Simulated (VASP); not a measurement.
# AlN: single point with r2SCAN

AlN:

```
CELL_PARAMETERS angstrom
3.11100 0.00000 0.00000
-1.55550 2.69421 0.00000
0.00000 0.00000 4.98100
ATOMIC_POSITIONS crystal
Al 0.33333 0.66667 0.00013
Al 0.66667 0.33333 0.50013
N 0.33333 0.66667 0.38187
N 0.66667 0.33333 0.88187
```

```yaml
Program: VASP 6.6.1
Task: single point
Functional: r2SCAN
Potentials_or_basis: VASP PAW PBE potentials, release 64 (Al, N)
Cutoff: 520 eV
k_mesh: 8 × 8 × 5
Occupations: gaussian, width 0.03 eV
Spin: no spin polarisation
Dipole_correction: no
Further_INCAR_settings: ALGO = Normal; EDIFF = 1e-06; NBANDS = 16
```

| Item | Value |
| --- | --- |
| Pressure | -1.1 GPa |
| Band gap on the k mesh | 4.89 eV, direct |

Stress tensor (GPa, compression positive):
```
-1.20  0.00  0.00
 0.00 -1.20  0.00
 0.00  0.00 -0.86
```

Levels at points of the mesh, in eV from the valence-band top:
| k point | band 4 | band 5 | band 6 | band 7 | band 8 | band 9 | band 10 | band 11 | band 12 | band 13 |
| --- | --- | --- | --- | --- | --- | --- | --- | --- | --- | --- |
| (0.00, 0.00, 0.00) | -0.89 | -0.89 | -0.23 | -0.23 | 0.00 | 4.89 | 7.50 | 11.59 | 12.01 | 12.01 |
| (0.50, 0.00, 0.00) | -4.22 | -3.39 | -2.14 | -1.77 | -0.71 | 6.44 | 6.54 | 9.02 | 11.23 | 11.69 |

Wall time 2.1 min on 1 thread of AMD EPYC 7R13, on a shared host, peak memory 0.14 GiB.

Caveat: the PAW data sets were made with another functional, which shifts forces and pressure a little. r2SCAN opens gaps a little over a GGA but as a rule still falls short of measured ones.
